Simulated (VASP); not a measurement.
Set up this calculation in VASP 6.6.1, as the native input.

- Task: single point
- Functional: r2SCAN
- Potentials or basis: VASP PAW PBE potentials, release 64 (W_sv, Se)
- Cutoff: 550 eV
- k mesh: 6 × 6 × 6
- Occupations: gaussian, width 0.05 eV
- Spin: no spin polarisation
- Dipole correction: no
- Further INCAR settings: ALGO = Normal; EDIFF = 1e-06; NBANDS = 20

The system is WSe2.

```
W Se
1.0
     1.65107    0.95325    6.57965
    -1.65107    0.95325    6.57965
     0.00000   -1.90650    6.57965
W Se
1 2
Direct
  0.99998 0.99998 0.99998
  0.41765 0.41765 0.41765
  0.24903 0.24903 0.24903
```

These files were run (other wordings do the same):

POSCAR

```
WSe2
1.0
    1.6510739566      0.9532479933      6.5796479446
   -1.6510739566      0.9532479933      6.5796479446
    0.0000000000     -1.9064959866      6.5796479446
W Se
1 2
Direct
   -0.0000183143     -0.0000183143     -0.0000183143
    0.4176504316      0.4176504316      0.4176504316
    0.2490345494      0.2490345494      0.2490345494
```

INCAR.step1

```
PREC     = Accurate       # precision mode
ENCUT    = 550            # plane-wave cutoff, eV
ISMEAR   = 0              # smearing method
SIGMA    = 0.05           # smearing width, eV
LREAL    = F              # projectors in reciprocal space
LASPH    = T              # aspherical terms in the spheres
NELM     = 120            # most SCF steps
NBANDS   = 20             # bands
GGA      = PE             # functional
ALGO     = Normal         # electronic algorithm
EDIFF    = 1E-5           # SCF threshold, eV
LWAVE    = T              # write WAVECAR
LCHARG   = F              # write CHGCAR
GGA_COMPAT= F
```

INCAR.step2

```
PREC     = Accurate       # precision mode
ENCUT    = 550            # plane-wave cutoff, eV
EDIFF    = 1E-6           # SCF threshold, eV
ISMEAR   = 0              # smearing method
SIGMA    = 0.05           # smearing width, eV
LREAL    = F              # projectors in reciprocal space
LASPH    = T              # aspherical terms in the spheres
NELM     = 120            # most SCF steps
ALGO     = Normal         # electronic algorithm
ISIF     = 2              # what is computed and relaxed
LWAVE    = F              # write WAVECAR
LCHARG   = F              # write CHGCAR
METAGGA  = R2SCAN         # meta-GGA
LMIXTAU  = T            
NBANDS   = 20             # bands
ISTART   = 1            
GGA_COMPAT= F
```

KPOINTS

```
regular mesh
0
Gamma
  6 6 6
```

Potentials or basis: VASP PAW PBE potentials, release 64 (W_sv, Se).

Launch:

```bash
$ cat potpaw_PBE.64/W_sv/POTCAR potpaw_PBE.64/Se/POTCAR > POTCAR
$ cp INCAR.step1 INCAR
$ mpirun -np 1 vasp_std > vasp.out
$ cp INCAR.step2 INCAR
$ mpirun -np 1 vasp_std > vasp.out
```

It gave:

The pressure is 1.6 GPa and the largest force is 0.011 eV/Å. The band gap on the k mesh is 1.20 eV (least direct gap 1.69 eV).

Caveat: the PAW data sets were made with another functional, which shifts forces and pressure a little; spin-orbit coupling is left out, which moves the levels of the heavy elements.

Wall time 23 min on 1 thread of Intel Xeon 8259CL, with other jobs on the host, peak memory 0.45 GiB.
